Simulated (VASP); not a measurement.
Input of a VASP 6.6.1 run:

File INCAR:

```
SYSTEM = Ir
PREC     = Accurate       ! precision mode
ENCUT    = 520            ! plane-wave cutoff, eV
EDIFF    = 1E-7           ! SCF threshold, eV
ISMEAR   = 0              ! smearing method
SIGMA    = 0.15           ! smearing width, eV
LREAL    = .FALSE.        ! projectors in reciprocal space
LASPH    = .TRUE.         ! aspherical terms in the spheres
NELM     = 80             ! most SCF steps
ALGO     = Fast           ! electronic algorithm
ISIF     = 2              ! what is computed and relaxed
LWAVE    = .FALSE.        ! write WAVECAR
LCHARG   = .FALSE.        ! write CHGCAR
GGA      = PE             ! functional
NBANDS   = 10             ! bands
```

Contents of KPOINTS:

```
Automatic mesh
0
G
  20 20 20
  0 0 0
```

Contents of POSCAR:

```
Ir
1.0
   -0.0677313561      1.9351816027      2.0077509128
    1.9351816027     -0.0677313561      2.0077509128
    1.8674502466      1.8674502466      0.0000000000
Ir
1
Direct
    0.0000000000      0.0000000000      0.0000000000
```

Potentials or basis: VASP PAW PBE potentials, release 64 (Ir).

Command:

```bash
$ cat potpaw_PBE.64/Ir/POTCAR > POTCAR
$ mpirun -np 1 vasp_std > vasp.out
```

Question: What does it give for the band gap on the k mesh?

Answer: Zero (an odd number of electrons rules out a gap without spin polarisation).

Question: Estimate the pressure.

Answer: -8.7 GPa.

Stress tensor (GPa, compression positive):
```
 -3.73  17.71   0.00
 17.71  -3.73   0.00
  0.00   0.00 -18.54
```

Caveat: the cell differs from its parent crystal (engineering shear strain xy -0.0700, normal strain along z +0.0375); the cell stands under tension; spin-orbit coupling is left out, which moves the levels of the heavy elements.
